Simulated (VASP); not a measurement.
Here is a VASP 6.6.1 calculation.

The input INCAR:

```
PREC = Accurate ; ENCUT = 520
EDIFF = 1E-8 ; ISMEAR = -1
SIGMA = 0.03 ; LREAL = F
LASPH = T ; NELM = 60
ALGO = Normal ; ISIF = 2
LWAVE = F ; LCHARG = F
GGA = PS ; LEFG = T
NBANDS = 10
```

File KPOINTS:

```
regular mesh
0
Gamma
  14 14 14
```

The input POSCAR:

```
Os
1.0
    0.0000000000      1.9831469396      1.9831469396
    1.9831469396      0.0000000000      1.9831469396
    1.9831469396      1.9831469396      0.0000000000
Os
1
Direct
    0.0000000000      0.0000000000      0.0000000000
```

Potentials or basis: VASP PAW PBE potentials, release 64 (Os).

The run is started by

```bash
$ cat potpaw_PBE.64/Os/POTCAR > POTCAR
$ mpirun -np 1 vasp_std > vasp.out
```

Question: Predict the band gap on the k mesh.

Answer: Zero (bands 4 and 5 overlap by 3.28 eV).

Question: What does it give for the pressure?

Answer: -36.6 GPa.

Caveat: the cell stands under tension; the PAW data sets were made with another functional, which shifts forces and pressure a little; spin-orbit coupling is left out, which moves the levels of the heavy elements.
